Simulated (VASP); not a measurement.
# Zr (Im-3m) in VASP: notebook

Zr is run at these levels: PBE; tasks: single point.

All numbers are computed with VASP 6.6.1; they aren't measurements. Logs are shortened: lines on timing, memory, paths and dates and some standing lists are left out, and cuts for length are marked.

## Step 1: The cell of the first run

Symmetry: Im-3m, No. 229, cubic system. Conventional cell: a = 3.582 Å, b = 3.582 Å, c = 3.582 Å, α = 90.00°, β = 90.00°, γ = 90.00°. Within 4.1 Å of Zr (site symmetry m-3m) lie 14 Zr at 3.10 to 3.58 Å.

## Step 2: Single point, PBE, non-collinear spin, zero start, spin-orbit coupling

Input file INCAR:

```
SYSTEM = Zr
PREC     = Accurate       ! precision mode
ENCUT    = 520            ! plane-wave cutoff, eV
EDIFF    = 1E-7           ! SCF threshold, eV
ISMEAR   = -1             ! smearing method
SIGMA    = 0.05           ! smearing width, eV
LREAL    = .FALSE.        ! projectors in reciprocal space
LASPH    = .TRUE.         ! aspherical terms in the spheres
NELM     = 150            ! most SCF steps
ALGO     = Normal         ! electronic algorithm
ISIF     = 2              ! what is computed and relaxed
LWAVE    = .FALSE.        ! write WAVECAR
LCHARG   = .TRUE.         ! write CHGCAR
MAGMOM   = 0 0 0          ! initial moments
LORBIT   = 11             ! projections on sites
LSORBIT  = .TRUE.         ! spin-orbit coupling
GGA_COMPAT= .FALSE.      
LORBMOM  = .TRUE.       
LMAXMIX  = 4              ! l up to which the mixer works
GGA      = PE             ! functional
LVHAR    = .TRUE.       
NBANDS   = 23             ! bands
```

Input file KPOINTS:

```
regular mesh
0
G
  13 13 13
  0 0 0
```

Input file POSCAR:

```
Zr
1.0
   -1.7908472709      1.7908472709      1.7908472709
    1.7908472709     -1.7908472709      1.7908472709
    1.7908472709      1.7908472709     -1.7908472709
Zr
1
Direct
    0.0000000000      0.0000000000      0.0000000000
```

Potentials or basis: VASP PAW PBE potentials, release 64 (Zr_sv).

The run is started by

```
cat potpaw_PBE.64/Zr_sv/POTCAR > POTCAR
mpirun -np 1 vasp_ncl > vasp.out
```

OUTCAR:

```text
SYSTEM = Zr
   PREC = Accurate
   ENCUT = 520
   EDIFF = 1E-7
   ISMEAR = -1
   LREAL = .FALSE.
   LASPH = .TRUE.
   NELM = 150
   ISIF = 2
   LORBIT = 11
   LSORBIT = .TRUE.
   GGA = PE

 ion  position               nearest neighbor table
   1  0.000  0.000  0.000-

  LATTYP: Found a body centered cubic cell.
 ALAT       =     3.5816945418

  Lattice vectors:

 A1 = (  -1.7908472709,   1.7908472709,   1.7908472709)
 A2 = (   1.7908472709,  -1.7908472709,   1.7908472709)
 A3 = (   1.7908472709,   1.7908472709,  -1.7908472709)

Analysis of symmetry for initial positions (statically):
=====================================================================
 Subroutine PRICEL returns:
 Original cell was already a primitive cell.

 Routine SETGRP: Setting up the symmetry group for a
 body centered cubic supercell.

 Subroutine GETGRP returns: Found 48 space group operations
 (whereof 48 operations were pure point group operations)
 out of a pool of 48 trial point group operations.

The static configuration has the point symmetry O_h .

Analysis of symmetry for dynamics (positions and initial velocities):
=====================================================================
 Subroutine PRICEL returns:
 Original cell was already a primitive cell.

 Routine SETGRP: Setting up the symmetry group for a
 body centered cubic supercell.

 Subroutine GETGRP returns: Found 48 space group operations
 (whereof 48 operations were pure point group operations)
 out of a pool of 48 trial point group operations.

The dynamic configuration has the point symmetry O_h .

Analysis of structural, dynamic, and magnetic symmetry:
=====================================================================
 Subroutine PRICEL returns:
 Original cell was already a primitive cell.

 Routine SETGRP: Setting up the symmetry group for a
 body centered cubic supercell.

 Subroutine GETGRP returns: Found 48 space group operations
 (whereof 48 operations were pure point group operations)
 out of a pool of 48 trial point group operations.

The overall configuration has the point symmetry O_h .

 Subroutine INISYM returns: Found 48 space group operations
 (whereof 48 operations are pure point group operations),
 and found     1 'primitive' translations

----------------------------------------------------------------------------------------

                                     Primitive cell

  volume of cell :      22.9739

  direct lattice vectors                    reciprocal lattice vectors
    -1.790847271  1.790847271  1.790847271     0.000000000  0.279197455  0.279197455
     1.790847271 -1.790847271  1.790847271     0.279197455  0.000000000  0.279197455
     1.790847271  1.790847271 -1.790847271     0.279197455  0.279197455  0.000000000

  length of vectors
     3.101838462  3.101838462  3.101838462     0.394844827  0.394844827  0.394844827

  position of ions in fractional coordinates (direct lattice)
     0.000000000  0.000000000  0.000000000

  ion indices of the primitive-cell ions
   primitive index   ion index
                 1           1

----------------------------------------------------------------------------------------

 KPOINTS: regular mesh

Automatic generation of k-mesh.
 Grid dimensions read from file:
 generate k-points for:   13   13   13

 Generating k-lattice:

  Cartesian coordinates                     Fractional coordinates (reciprocal lattice)
     0.000000000  0.021476727  0.021476727     0.076923077  0.000000000  0.000000000
     0.021476727  0.000000000  0.021476727     0.000000000  0.076923077  0.000000000
     0.021476727  0.021476727  0.000000000     0.000000000  0.000000000  0.076923077

  Length of vectors
     0.030372679  0.030372679  0.030372679

  Shift w.r.t. Gamma in fractional coordinates (k-lattice)
     0.000000000  0.000000000  0.000000000

 Subroutine IBZKPT returns following result:
 ===========================================

 Found     84 irreducible k-points:

 Following reciprocal coordinates:
            Coordinates               Weight
  0.000000  0.000000  0.000000      1.000000
  0.076923  0.000000  0.000000     12.000000
  0.153846  0.000000  0.000000     12.000000
  0.230769  0.000000  0.000000     12.000000
  0.307692  0.000000  0.000000     12.000000
  0.384615  0.000000  0.000000     12.000000
[... 16 lines left out ...]
  0.153846  0.076923  0.076923     24.000000
  0.230769  0.076923  0.076923     24.000000
 [... further k-points ...]
   k-points           NKPTS =     84   k-points in BZ     NKDIM =     84   number of bands    NBANDS=     23
   number of dos      NEDOS =    301   number of ions     NIONS =      1
   total plane-waves  NPLWV =  13824
   dimension x,y,z NGX =    24 NGY =   24 NGZ =   24
   dimension x,y,z NGXF=    48 NGYF=   48 NGZF=   48
   ions per type =               1
   NGX,Y,Z   is equivalent  to a cutoff of  12.86, 12.86, 12.86 a.u.
   NGXF,Y,Z  is equivalent  to a cutoff of  25.73, 25.73, 25.73 a.u.
 SYSTEM =  Zr
   PREC   = accura    normal or accurate (medium, high low for compatibility)
   ISTART =      0    job   : 0-new  1-cont  2-samecut
   ICHARG =      2    charge: 1-file 2-atom 10-const
   ISPIN  =      1    spin polarized calculation?
   LNONCOLLINEAR =      T non collinear calculations
   LSORBIT =      T    spin-orbit coupling
   LASPH  =      T    aspherical Exc in radial PAW
   ENCUT  =  520.0 eV  38.22 Ry    6.18 a.u.   5.77  5.77  5.77*2*pi/ulx,y,z
   NELM   =    150;   NELMIN=  2; NELMDL= -5     # of ELM steps
   EDIFF  = 0.1E-06   stopping-criterion for ELM
   LREAL  =      F    real-space projection
   EDIFFG = 0.1E-05   stopping-criterion for IOM
   NSW    =      0    number of steps for IOM
   IBRION =     -1    ionic relax: 0-MD 1-quasi-New 2-CG
   NFREE  =      0    steps in history (QN), initial steepest desc. (CG)
   ISIF   =      2    stress and relaxation
   ISYM   =      2    0-nonsym 1-usesym 2-fastsym
   POTIM  = 0.5000    time-step for ionic-motion
   TEBEG  =    0.0;   TEEND  =   0.0 temperature during run
   PSTRESS=    0.0 pullay stress
   NELECT =      12.0000    total number of electrons
   NUPDOWN=      -1.0000    fix difference up-down
   EMIN   =  10.00;   EMAX   =-10.00  energy-range for DOS
   EFERMI =   0.00;   METHOD = LEGACY
   ISMEAR =    -1;   SIGMA  =   0.05  broadening in eV -4-tet -1-fermi 0-gaus
   EFERMI_NEDOS =   21; number of points for ismear=-14 and -15
   IALGO  =     38    algorithm
   IMIX   =      4    mixing-type and parameters
     AMIX     =   0.40;   BMIX     =  1.00
     AMIX_MAG =   1.60;   BMIX_MAG =  1.00
  volume/ion in A,a.u.               =      22.97       155.04
  Fermi-wavevector in a.u.,A,eV,Ry     =   1.318429  2.491469 23.650390  1.738255
  Thomas-Fermi vector in A             =   2.448399
   LORBIT       =     11    0 simple, 1 ext, 2 COOP (PROOUT), +10 PAW based schemes
   GGA     = PE    functional components
   LHFCALC =     F    Hartree Fock is set to
   AEXX    =    0.0000 exact exchange contribution
   IVDW    =     0    specifies the selected vdW correction
   LEPSILON=     F    determine dielectric tensor
   LRPA    =     F    only Hartree local field effects (RPA)
  energy-cutoff  :      520.00
  volume of cell :       22.97
 maximum number of plane-waves:      1264
   NGX = 11   NGY = 11   NGZ = 11

 number of electron      12.0000000 magnetization      -0.0000000     -0.0000000      0.0000000

 number of electron      12.0000000 magnetization       0.0000000      0.0000000      0.0000000

 number of electron      12.0000000 magnetization      -0.0000000     -0.0000000     -0.0000000

 Free energy of the ion-electron system (eV)
  ---------------------------------------------------
  ext. energy  EPLUGINS =         0.00000000
  ---------------------------------------------------
  free energy    TOTEN  =        -8.51507406 eV

  energy without entropy =       -8.49864611  energy(sigma->0) =       -8.50686009

 E-fermi :   8.8706     XC(G=0): -11.1367

 val. band max:        8.8543913408   @ k =  -0.3077  -0.4615   0.0769
 cond. band min:       8.8730329681   @ k =   0.2308   0.2308   0.0000
 fundamental gap:      0.0186416273
 Fermi energy:         8.8706002337

 k-point     1 :       0.0000    0.0000    0.0000
  band No.  band energies     occupation
      1     -39.6073      1.00000
      2     -39.6073      1.00000
      3     -18.2979      1.00000
      4     -18.2979      1.00000
      5     -16.5195      1.00000
      6     -16.5195      1.00000
[... 15 lines left out ...]
     22      21.2912      0.00000
     23      21.2912      0.00000

 k-point     2 :       0.0769    0.0000    0.0000
  band No.  band energies     occupation
      1     -39.5983      1.00000
      2     -39.5983      1.00000
      3     -18.3221      1.00000
      4     -18.3221      1.00000
      5     -16.5673      1.00000
      6     -16.5673      1.00000
[... 15 lines left out ...]
     22      21.4677      0.00000
     23      21.6591      0.00000

 k-point     3 :       0.1538    0.0000    0.0000
  band No.  band energies     occupation
      1     -39.5733      1.00000
      2     -39.5733      1.00000
      3     -18.3920      1.00000
      4     -18.3920      1.00000
      5     -16.6946      1.00000
      6     -16.6946      1.00000
[... 15 lines left out ...]
     22      21.7921      0.00000
     23      22.6958      0.00000
[... 495 lines left out ...]
 k-point    23 :       0.1538    0.0769    0.0769
  band No.  band energies     occupation
      1     -39.5264      1.00000
      2     -39.5264      1.00000
      3     -18.5329      1.00000
      4     -18.5329      1.00000
      5     -16.9047      1.00000
      6     -16.9047      1.00000
[... 15 lines left out ...]
     22      22.1153      0.00000
     23      22.7975      0.00000

 k-point    24 :       0.2308    0.0769    0.0769
  band No.  band energies     occupation
      1     -39.4920      1.00000
      2     -39.4920      1.00000
      3     -18.6381      1.00000
      4     -18.6381      1.00000
      5     -17.0406      1.00000
      6     -17.0406      1.00000
[... 15 lines left out ...]
     22      21.0556      0.00000
     23      21.5791      0.00000

 [... further k-points ...]
[... 5 lines left out ...]
  --------------------------------------------------------------------------------------
  -------------------------------------------------------------------------------------
  Total       -0.0926015     -0.0926015     -0.0926015      0.0000000      0.0000000      0.0000000
  in kB       -6.4579249     -6.4579249     -6.4579249      0.0000000      0.0000000      0.0000000
  external PRESSURE =      -6.4579249 kB  Pullay stress =       0.0000000 kB

 VOLUME and BASIS-vectors are now :
 -----------------------------------------------------------------------------
  energy-cutoff  :      520.00
  volume of cell :       22.97
      direct lattice vectors                 reciprocal lattice vectors
    -1.790847271  1.790847271  1.790847271     0.000000000  0.279197455  0.279197455
     1.790847271 -1.790847271  1.790847271     0.279197455  0.000000000  0.279197455
     1.790847271  1.790847271 -1.790847271     0.279197455  0.279197455  0.000000000

 POSITION                                       TOTAL-FORCE (eV/Angst)
 -----------------------------------------------------------------------------------
      0.00000      0.00000      0.00000         0.000000      0.000000      0.000000
 -----------------------------------------------------------------------------------
    total drift:                                0.000000      0.000000      0.000000

  FREE ENERGIE OF THE ION-ELECTRON SYSTEM (eV)
  ---------------------------------------------------
  free  energy   TOTEN  =        -8.5150740567 eV

  energy  without entropy=       -8.4986461141  energy(sigma->0) =       -8.50686009

 orbital moment (x)

 # of ion     p       d       tot
 ----------------------------------------
  1         0.000  -0.000  -0.000
 ----------------------------------------
            0.000  -0.000  -0.000

 orbital moment (y)

 # of ion     p       d       tot
 ----------------------------------------
  1         0.000   0.000   0.000
 ----------------------------------------
            0.000   0.000   0.000

 orbital moment (z)

 # of ion     p       d       tot
 ----------------------------------------
  1         0.000   0.000   0.000
 ----------------------------------------
            0.000   0.000   0.000

 Spin-Orbit-Coupling matrix elements

 Ion:    1  E_soc:     -0.1443906
 l=   1
     0.0000000    -0.0233501    -0.0233501
    -0.0233501     0.0000000    -0.0233501
    -0.0233501    -0.0233501     0.0000000
 l=   2
     0.0000000    -0.0001196     0.0000000    -0.0001196    -0.0005954
    -0.0001196     0.0000000    -0.0004466    -0.0001196    -0.0001489
     0.0000000    -0.0004466     0.0000000    -0.0004466     0.0000000
    -0.0001196    -0.0001196    -0.0004466     0.0000000    -0.0001489
    -0.0005954    -0.0001489     0.0000000    -0.0001489     0.0000000
 l=   3
     0.0000000     0.0000000     0.0000000     0.0000000     0.0000000     0.0000000     0.0000000
     0.0000000     0.0000000     0.0000000     0.0000000     0.0000000     0.0000000     0.0000000
     0.0000000     0.0000000     0.0000000     0.0000000     0.0000000     0.0000000     0.0000000
     0.0000000     0.0000000     0.0000000     0.0000000     0.0000000     0.0000000     0.0000000
     0.0000000     0.0000000     0.0000000     0.0000000     0.0000000     0.0000000     0.0000000
     0.0000000     0.0000000     0.0000000     0.0000000     0.0000000     0.0000000     0.0000000
     0.0000000     0.0000000     0.0000000     0.0000000     0.0000000     0.0000000     0.0000000

 total charge

# of ion       s       p       d       tot
------------------------------------------
    1        2.226   5.947   1.698   9.871

 magnetization (x)

# of ion       s       p       d       tot
------------------------------------------
    1       -0.000  -0.000  -0.000  -0.000

 magnetization (y)

# of ion       s       p       d       tot
------------------------------------------
    1        0.000   0.000   0.000   0.000

 magnetization (z)

# of ion       s       p       d       tot
------------------------------------------
    1       -0.000   0.000   0.000  -0.000
```

Wall time 45 s (1 thread of Intel Xeon Platinum 8488C (Sapphire Rapids), shared host); peak memory 0.22 GiB.

Results:

| Quantity | Value |
| --- | --- |
| Free energy | -8.5151 eV |
| Pressure | -0.6 GPa |
| Net moment | 0.00 μB per cell |
| Valence electrons inside the program's atomic spheres | Zr 9.87 |

Moments on the atoms (μB; x, y, z):
```
Zr  0.00 0.00 0.00
```

## Step 3: Single point, PBE, non-collinear spin, zero start, spin-orbit coupling

Input file INCAR:

```
PREC = Accurate
ENCUT = 520
EDIFF = 1E-6
ISMEAR = -1
SIGMA = 0.05
LREAL = F
LASPH = T
NELM = 150
ALGO = Normal
ISIF = 2
LWAVE = F
LCHARG = F
MAGMOM = 0 0 0
LORBIT = 11
LSORBIT = T
GGA_COMPAT = F
LORBMOM = T
LMAXMIX = 4
GGA = PE
NBANDS = 23
```

Input file KPOINTS:

```
Automatic mesh
0
Gamma
  13 13 13
  0.5 0.5 0.5
```

POSCAR is that of step 2.

Potentials or basis: VASP PAW PBE potentials, release 64 (Zr_sv).

The run is started by

```
cat potpaw_PBE.64/Zr_sv/POTCAR > POTCAR
mpirun -np 1 vasp_ncl > vasp.out
```

Wall time 38 s (1 thread of Intel Xeon Platinum 8488C (Sapphire Rapids), shared host); peak memory 0.22 GiB.

The run converged. Its results:

```yaml
Free_energy: -8.5143 eV
Pressure: -0.5 GPa
Net_moment: 0.00 μB per cell
Valence_electrons_inside_the_program's_atomic_spheres: Zr 9.87
```

Moments on the atoms (μB; x, y, z):
```
Zr  0.00 0.00 0.00
```
